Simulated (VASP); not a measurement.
# BN (F-43m) in VASP: further runs, part 2 of 2

VASP 6.6.1. The steps go on from the part before.

### 3 Single point, HSE06

POSCAR

```
BN
1.0
    0.0000000000      1.8048254535      1.8048254535
    1.8048254535      0.0000000000      1.8048254535
    1.8048254535      1.8048254535      0.0000000000
B N
1 1
Direct
    0.0000000000      0.0000000000      0.0000000000
    0.2500000000      0.2500000000      0.2500000000
```

INCAR.step1

```
PREC = Accurate
ENCUT = 520
EDIFF = 1E-5
ISMEAR = 0
SIGMA = 0.01
LREAL = False
LASPH = True
NELM = 100
ALGO = Normal
ISIF = 2
LWAVE = True
LCHARG = False
GGA = PE
NBANDS = 11
```

INCAR.step2

```
PREC = Accurate
ENCUT = 520
EDIFF = 1E-6
ISMEAR = 0
SIGMA = 0.01
LREAL = False
LASPH = True
NELM = 100
ALGO = Normal
ISIF = 2
LWAVE = False
LCHARG = False
GGA = PE
LHFCALC = True
HFSCREEN = 0.2079
PRECFOCK = Normal
ISTART = 1
NBANDS = 11
```

KPOINTS

```
regular mesh
0
Gamma
  6 6 6
```

Potentials or basis: VASP PAW PBE potentials, release 64 (B, N).

The run is started by

```console
$ cat potpaw_PBE.64/B/POTCAR potpaw_PBE.64/N/POTCAR > POTCAR
$ cp INCAR.step1 INCAR
$ mpirun -np 1 vasp_std > vasp.out
$ cp INCAR.step2 INCAR
$ mpirun -np 1 vasp_std > vasp.out
```

OUTCAR:

```text
PREC = Accurate
   ENCUT = 520
   EDIFF = 1E-6
   ISMEAR = 0
   LREAL = False
   LASPH = True
   NELM = 100
   ISIF = 2
   GGA = PE
   LHFCALC = True
   HFSCREEN = 0.2079
   PRECFOCK = Normal
   ISTART = 1

 ion  position               nearest neighbor table
   1  0.000  0.000  0.000-   2 1.56   2 1.56   2 1.56   2 1.56
   2  0.250  0.250  0.250-   1 1.56   1 1.56   1 1.56   1 1.56

  LATTYP: Found a face centered cubic cell.
 ALAT       =     3.6096509070

  Lattice vectors:

 A1 = (   0.0000000000,   1.8048254535,   1.8048254535)
 A2 = (   1.8048254535,   0.0000000000,   1.8048254535)
 A3 = (   1.8048254535,   1.8048254535,   0.0000000000)

Analysis of symmetry for initial positions (statically):
=====================================================================
 Subroutine PRICEL returns:
 Original cell was already a primitive cell.

 Routine SETGRP: Setting up the symmetry group for a
 face centered cubic supercell.

 Subroutine GETGRP returns: Found 24 space group operations
 (whereof 24 operations were pure point group operations)
 out of a pool of 48 trial point group operations.

The static configuration has the point symmetry T_d .

Analysis of symmetry for dynamics (positions and initial velocities):
=====================================================================
 Subroutine PRICEL returns:
 Original cell was already a primitive cell.

 Routine SETGRP: Setting up the symmetry group for a
 face centered cubic supercell.

 Subroutine GETGRP returns: Found 24 space group operations
 (whereof 24 operations were pure point group operations)
 out of a pool of 48 trial point group operations.

The dynamic configuration has the point symmetry T_d .

 Subroutine INISYM returns: Found 24 space group operations
 (whereof 24 operations are pure point group operations),
 and found     1 'primitive' translations

----------------------------------------------------------------------------------------

                                     Primitive cell

  volume of cell :      11.7581

  direct lattice vectors                    reciprocal lattice vectors
     0.000000000  1.804825453  1.804825453    -0.277035100  0.277035100  0.277035100
     1.804825453  0.000000000  1.804825453     0.277035100 -0.277035100  0.277035100
     1.804825453  1.804825453  0.000000000     0.277035100  0.277035100 -0.277035100

  length of vectors
     2.552408634  2.552408634  2.552408634     0.479838869  0.479838869  0.479838869

  position of ions in fractional coordinates (direct lattice)
     0.000000000  0.000000000  0.000000000
     0.250000000  0.250000000  0.250000000

  ion indices of the primitive-cell ions
   primitive index   ion index
                 1           1
                 2           2

----------------------------------------------------------------------------------------

 KPOINTS: regular mesh

Automatic generation of k-mesh.
 Grid dimensions read from file:
 generate k-points for:    6    6    6

 Generating k-lattice:

[... 36 lines left out ...]
   total plane-waves  NPLWV =   8000
   dimension x,y,z NGX =    20 NGY =   20 NGZ =   20
   dimension x,y,z NGXF=    40 NGYF=   40 NGZF=   40
   ions per type =               1   1
   NGX,Y,Z   is equivalent  to a cutoff of  13.03, 13.03, 13.03 a.u.
   NGXF,Y,Z  is equivalent  to a cutoff of  26.05, 26.05, 26.05 a.u.
 SYSTEM =  unknown system
   PREC   = accura    normal or accurate (medium, high low for compatibility)
   ISTART =      1    job   : 0-new  1-cont  2-samecut
   ICHARG =      0    charge: 1-file 2-atom 10-const
   ISPIN  =      1    spin polarized calculation?
   LNONCOLLINEAR =      F non collinear calculations
   LSORBIT =      F    spin-orbit coupling
   LASPH  =      T    aspherical Exc in radial PAW
   ENCUT  =  520.0 eV  38.22 Ry    6.18 a.u.   4.75  4.75  4.75*2*pi/ulx,y,z
   NELM   =    100;   NELMIN=  2; NELMDL=  0     # of ELM steps
   EDIFF  = 0.1E-05   stopping-criterion for ELM
   LREAL  =      F    real-space projection
   EDIFFG = 0.1E-04   stopping-criterion for IOM
   NSW    =      0    number of steps for IOM
   IBRION =     -1    ionic relax: 0-MD 1-quasi-New 2-CG
   NFREE  =      0    steps in history (QN), initial steepest desc. (CG)
   ISIF   =      2    stress and relaxation
   ISYM   =      3    0-nonsym 1-usesym 2-fastsym
   POTIM  = 0.5000    time-step for ionic-motion
   TEBEG  =    0.0;   TEEND  =   0.0 temperature during run
   PSTRESS=    0.0 pullay stress
   NELECT =       8.0000    total number of electrons
   NUPDOWN=      -1.0000    fix difference up-down
   EMIN   =  10.00;   EMAX   =-10.00  energy-range for DOS
   EFERMI =   0.00;   METHOD = LEGACY
   ISMEAR =     0;   SIGMA  =   0.01  broadening in eV -4-tet -1-fermi 0-gaus
   EFERMI_NEDOS =   21; number of points for ismear=-14 and -15
   IALGO  =     38    algorithm
   IMIX   =      1    mixing-type and parameters
     AMIX     =   0.40;   BMIX     =  1.00
     AMIX_MAG =   1.60;   BMIX_MAG =  1.00
  volume/ion in A,a.u.               =       5.88        39.67
  Fermi-wavevector in a.u.,A,eV,Ry     =   1.439880  2.720979 28.208337  2.073254
  Thomas-Fermi vector in A             =   2.558686
   LORBIT       =      0    0 simple, 1 ext, 2 COOP (PROOUT), +10 PAW based schemes
   GGA     = PE    functional components
   LHFCALC =     T    Hartree Fock is set to
   PRECFOCK=normal    Normal, Fast or Accurate (Low or Medium for compatibility)
   ENCUT4O =  -1.0   cutoff for four orbital integrals eV
   NKREDX  =     1    reduce k-point grid by
   NKREDY  =     1    reduce k-point grid by
   NKREDZ  =     1    reduce k-point grid by
   AEXX    =    0.2500 exact exchange contribution
   HFSCREEN=    0.2079 screening length (either q_TF or 0.3 A-1)
   HFSCREENC=   0.2079 screening length for correlation (either q_TF or 0.3 A-1)
   ENCUTFOCK=  -1.0 apply spherical cutoff to Coloumb kernel
   IVDW    =     0    specifies the selected vdW correction
   LEPSILON=     F    determine dielectric tensor
   LRPA    =     F    only Hartree local field effects (RPA)
 non-spin polarized calculation
 Gauss-broadening in eV      SIGMA  =   0.01
  energy-cutoff  :      520.00
  volume of cell :       11.76
 maximum number of plane-waves:       332
  NGX = 16; NGY = 16; NGZ = 16

 number of electron       7.9999999 magnetization

 Free energy of the ion-electron system (eV)
  ---------------------------------------------------
  ext. energy  EPLUGINS =         0.00000000
  ---------------------------------------------------
  free energy    TOTEN  =       -20.32415863 eV

  energy without entropy =      -20.32415863  energy(sigma->0) =      -20.32415863

 E-fermi :   6.7066     XC(G=0): -10.5050

 val. band max:        6.5992732557   @ k =   0.0000   0.0000   0.0000
 cond. band min:      12.3801988648   @ k =   0.5000   0.5000   0.0000
 fundamental gap:      5.7809256092
 Fermi energy:         6.7066194685

 k-point     1 :       0.0000    0.0000    0.0000
  band No.  band energies     occupation
      1     -15.5578      2.00000
      2       6.5993      2.00000
      3       6.5993      2.00000
      4       6.5993      2.00000
      5      17.1746      0.00000
      6      17.1746      0.00000
      7      17.1746      0.00000
      8      18.8064      0.00000
      9      33.4159      0.00000
     10      36.4124      0.00000
     11      36.4124      0.00000
[... 197 lines left out ...]
 k-point    16 :      -0.3333    0.5000    0.1667
  band No.  band energies     occupation
      1      -9.2830      2.00000
      2      -2.3997      2.00000
      3      -0.1488      2.00000
      4      -0.0369      2.00000
      5      15.9078      0.00000
      6      20.3736      0.00000
      7      23.9540      0.00000
      8      25.7637      0.00000
      9      28.6550      0.00000
     10      34.9778      0.00000
     11      39.0259      0.00000

------------------------ aborting loop because EDIFF is reached ----------------------------------------

  FORCE on cell =-STRESS in cart. coord.  units (eV):
  Direction    XX          YY          ZZ          XY          YZ          ZX
  --------------------------------------------------------------------------------------
  -------------------------------------------------------------------------------------
  Total       -0.2858253     -0.2858253     -0.2858253      0.0000000      0.0000000      0.0000000
  in kB      -38.9471401    -38.9471401    -38.9471401      0.0000000      0.0000000      0.0000000
  external PRESSURE =     -38.9471401 kB  Pullay stress =       0.0000000 kB

 VOLUME and BASIS-vectors are now :
 -----------------------------------------------------------------------------
  energy-cutoff  :      520.00
  volume of cell :       11.76
      direct lattice vectors                 reciprocal lattice vectors
     0.000000000  1.804825453  1.804825453    -0.277035100  0.277035100  0.277035100
     1.804825453  0.000000000  1.804825453     0.277035100 -0.277035100  0.277035100
     1.804825453  1.804825453  0.000000000     0.277035100  0.277035100 -0.277035100

 POSITION                                       TOTAL-FORCE (eV/Angst)
 -----------------------------------------------------------------------------------
      0.00000      0.00000      0.00000         0.000000     -0.000000     -0.000000
      0.90241      0.90241      0.90241        -0.000000      0.000000      0.000000
 -----------------------------------------------------------------------------------
    total drift:                               -0.000000     -0.000001     -0.000000

  FREE ENERGIE OF THE ION-ELECTRON SYSTEM (eV)
  ---------------------------------------------------
  free  energy   TOTEN  =       -20.3241586323 eV

  energy  without entropy=      -20.3241586323  energy(sigma->0) =      -20.32415863
```

OUTCAR.step1:

```text
PREC = Accurate
   ENCUT = 520
   EDIFF = 1E-5
   ISMEAR = 0
   LREAL = False
[... 435 lines left out ...]
      0.00000      0.00000      0.00000         0.000000      0.000000      0.000000
      0.90241      0.90241      0.90241        -0.000000      0.000000     -0.000000
 -----------------------------------------------------------------------------------
    total drift:                                0.000000      0.000000      0.000000

  FREE ENERGIE OF THE ION-ELECTRON SYSTEM (eV)
  ---------------------------------------------------
  free  energy   TOTEN  =       -17.4444453219 eV

  energy  without entropy=      -17.4444453219  energy(sigma->0) =      -17.44444532
```

OSZICAR.step1:

```text
N       E                     dE             d eps       ncg     rms          rms(c)
DAV:   1     0.101315862508E+02    0.10132E+02   -0.49589E+03   360   0.719E+02
DAV:   2    -0.178842925681E+02   -0.28016E+02   -0.27354E+02   413   0.162E+02
DAV:   3    -0.184179025521E+02   -0.53361E+00   -0.53258E+00   415   0.199E+01
DAV:   4    -0.184185169737E+02   -0.61442E-03   -0.61442E-03   379   0.748E-01
DAV:   5    -0.184185175193E+02   -0.54562E-06   -0.54558E-06   403   0.215E-02    0.673E+00
DAV:   6    -0.175323657375E+02    0.88615E+00   -0.29388E+00   364   0.992E+00    0.329E+00
DAV:   7    -0.174586324231E+02    0.73733E-01   -0.10514E-01   382   0.267E+00    0.193E+00
DAV:   8    -0.174441685976E+02    0.14464E-01   -0.35764E-02   385   0.138E+00    0.195E-01
DAV:   9    -0.174443543257E+02   -0.18573E-03   -0.95198E-04   367   0.258E-01    0.832E-02
DAV:  10    -0.174444401039E+02   -0.85778E-04   -0.11974E-04   376   0.936E-02    0.151E-02
DAV:  11    -0.174444453219E+02   -0.52180E-05   -0.90146E-06   380   0.248E-02
   1 F= -.17444445E+02 E0= -.17444445E+02  d E =-.843997E-35
```

Run time: 5.9 min. Hardware: 1 thread of AMD EPYC 7R43 (Zen 3), shared host; peak memory 0.18 GiB.

What came out:

```
Free energy            : -20.3242 eV
Pressure               : -3.9 GPa
Band gap on the k mesh : 5.78 eV, indirect (least direct gap 10.58 eV)
```

Caveat: the k points lie up to 0.50 Å⁻¹ apart; the PAW data sets were made with another functional, which shifts forces and pressure a little. A k mesh can miss the band edges.

### 4 Single point, PBE-based screened hybrid

POSCAR is that of step 3.

INCAR.step1

```
  PREC = Accurate
  ENCUT = 520
  EDIFF = 1E-5
  ISMEAR = 0
  SIGMA = 0.01
  LREAL = False
  LASPH = True
  NELM = 60
  ALGO = Normal
  ISIF = 2
  LWAVE = True
  LCHARG = False
  NBANDS = 11
  GGA = PE
```

INCAR.step2

```
  PREC = Accurate
  ENCUT = 520
  EDIFF = 1E-6
  ISMEAR = 0
  SIGMA = 0.01
  LREAL = False
  LASPH = True
  NELM = 60
  ALGO = Normal
  ISIF = 2
  LWAVE = False
  LCHARG = False
  GGA = PE
  LHFCALC = True
  AEXX = 0.15
  HFSCREEN = 0.1
  PRECFOCK = Normal
  NBANDS = 11
  ISTART = 1
```

KPOINTS

```
Automatic mesh
0
Gamma
  6 6 6
```

Potentials or basis: VASP PAW PBE potentials, release 64 (B, N).

The run is started by

```console
$ cat potpaw_PBE.64/B/POTCAR potpaw_PBE.64/N/POTCAR > POTCAR
$ cp INCAR.step1 INCAR
$ mpirun -np 1 vasp_std > vasp.out
$ cp INCAR.step2 INCAR
$ mpirun -np 1 vasp_std > vasp.out
```

OUTCAR:

```text
PREC = Accurate
   ENCUT = 520
   EDIFF = 1E-6
   ISMEAR = 0
   LREAL = False
   LASPH = True
   NELM = 60
   ISIF = 2
   GGA = PE
   LHFCALC = True
   AEXX = 0.15
   HFSCREEN = 0.1
   PRECFOCK = Normal
   ISTART = 1

 ion  position               nearest neighbor table
   1  0.000  0.000  0.000-   2 1.56   2 1.56   2 1.56   2 1.56
   2  0.250  0.250  0.250-   1 1.56   1 1.56   1 1.56   1 1.56

  LATTYP: Found a face centered cubic cell.
 ALAT       =     3.6096509070

  Lattice vectors:
[... 408 lines left out ...]

------------------------ aborting loop because EDIFF is reached ----------------------------------------

  FORCE on cell =-STRESS in cart. coord.  units (eV):
  Direction    XX          YY          ZZ          XY          YZ          ZX
  --------------------------------------------------------------------------------------
  -------------------------------------------------------------------------------------
  Total       -0.0420764     -0.0420764     -0.0420764      0.0000000      0.0000000     -0.0000000
  in kB       -5.7334197     -5.7334197     -5.7334197      0.0000000      0.0000000     -0.0000000
  external PRESSURE =      -5.7334197 kB  Pullay stress =       0.0000000 kB

 VOLUME and BASIS-vectors are now :
 -----------------------------------------------------------------------------
  energy-cutoff  :      520.00
  volume of cell :       11.76
      direct lattice vectors                 reciprocal lattice vectors
     0.000000000  1.804825453  1.804825453    -0.277035100  0.277035100  0.277035100
     1.804825453  0.000000000  1.804825453     0.277035100 -0.277035100  0.277035100
     1.804825453  1.804825453  0.000000000     0.277035100  0.277035100 -0.277035100

 POSITION                                       TOTAL-FORCE (eV/Angst)
 -----------------------------------------------------------------------------------
      0.00000      0.00000      0.00000        -0.000000     -0.000000     -0.000000
      0.90241      0.90241      0.90241         0.000000      0.000000      0.000000
 -----------------------------------------------------------------------------------
    total drift:                               -0.000000     -0.000000     -0.000000

  FREE ENERGIE OF THE ION-ELECTRON SYSTEM (eV)
  ---------------------------------------------------
  free  energy   TOTEN  =       -19.4686947259 eV

  energy  without entropy=      -19.4686947259  energy(sigma->0) =      -19.46869473
```

OUTCAR.step1:

```text
PREC = Accurate
   ENCUT = 520
   EDIFF = 1E-5
   ISMEAR = 0
   LREAL = False
[... 435 lines left out ...]
      0.00000      0.00000      0.00000         0.000000      0.000000      0.000000
      0.90241      0.90241      0.90241        -0.000000      0.000000     -0.000000
 -----------------------------------------------------------------------------------
    total drift:                                0.000000      0.000000      0.000000

  FREE ENERGIE OF THE ION-ELECTRON SYSTEM (eV)
  ---------------------------------------------------
  free  energy   TOTEN  =       -17.4444453219 eV

  energy  without entropy=      -17.4444453219  energy(sigma->0) =      -17.44444532
```

It took 6.2 min on 1 thread of AMD EPYC 7R43 (Zen 3), shared host; peak memory 0.18 GiB.

Results:

```
Free energy            : -19.4687 eV
Pressure               : -0.6 GPa
Band gap on the k mesh : 5.47 eV, indirect (least direct gap 10.10 eV)
```

Caveat: the k points lie up to 0.50 Å⁻¹ apart; the PAW data sets were made with another functional, which shifts forces and pressure a little. A k mesh can miss the band edges.

### 5 The runs side by side

| level | k mesh | grid for exact exchange (PRECFOCK) | screening parameter | share of exact exchange | gap on the mesh (eV) | pressure (GPa) |
| --- | --- | --- | --- | --- | --- | --- |
| PBEsol | 8 × 8 × 8 | - | - | - | 4.28 | -0.6 |
| HSE06 | 6 × 6 × 6 | Normal | 0.2079 1/Å | - | 5.78 | -3.9 |
| PBE-based screened hybrid | 6 × 6 × 6 | Normal | 0.1 1/Å | 0.15 | 5.47 | -0.6 |

Alike in all rows: task single point; potentials or basis VASP PAW PBE potentials, release 64 (B, N); no spin polarisation; cell as given; cutoff (eV) 520; smearing gaussian 0.01 eV.

Caveats: some runs use coarse meshes; the PAW data sets were made with another functional, which shifts forces and pressure a little.

Absolute energies hang on the potentials; compare differences alone.
